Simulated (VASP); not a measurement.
Write the native input for VASP 6.6.1 that does the following.

- Task: single point
- Functional: LDA
- Potentials or basis: VASP PAW LDA potentials, release 64 (Al, Ga_d, N)
- Cutoff: 520 eV
- k mesh: 8 × 8 × 6
- Occupations: gaussian, width 0.05 eV
- Spin: no spin polarisation
- Dipole correction: no
- Further INCAR settings: ALGO = Normal; EDIFF = 1e-07; NBANDS = 21

The structure of AlGaN2 lies in POSCAR:

```
AlGaN2
1.0
    3.1879902044      0.0000000000      0.0000000000
    0.0000000000      3.1879902044      0.0000000000
    0.0000000000      0.0000000000      4.5565530782
Al Ga N
1 1 2
Direct
    0.5000000000      0.5000000000      0.5000000000
    0.0000000000      0.0000000000      0.0000000000
    0.5000000000      0.0000000000      0.7382648100
    0.0000000000      0.5000000000      0.2617351900
```

This cell differs from its parent crystal: strain +0.015 along x and y, +0.030 along z.

One way to write it, as run:

INCAR

```
  PREC = Accurate
  ENCUT = 520
  EDIFF = 1E-7
  ISMEAR = 0
  SIGMA = 0.05
  LREAL = False
  LASPH = True
  NELM = 60
  ALGO = Normal
  ISIF = 2
  LWAVE = False
  LCHARG = False
  GGA = CA
  NBANDS = 21
```

KPOINTS

```
regular mesh
0
Gamma
  8 8 6
```

Potentials or basis: VASP PAW LDA potentials, release 64 (Al, Ga_d, N).

Run with:

```console
$ cat potpaw_LDA.64/Al/POTCAR potpaw_LDA.64/Ga_d/POTCAR potpaw_LDA.64/N/POTCAR > POTCAR
$ mpirun -np 1 vasp_std > vasp.out
```

It gave:

```yaml
Pressure: -14.0 GPa
Largest_force: 0.174 eV/Å
Band_gap_on_the_k_mesh: 2.41 eV, direct
```

Caveat: the cell differs from its parent crystal (strain +0.015 along x and y, +0.030 along z).

Run time: 19 s on 1 thread of Intel(R) Xeon(R) 6975P-C (Granite Rapids), with other jobs on the host, peak memory 0.17 GiB.
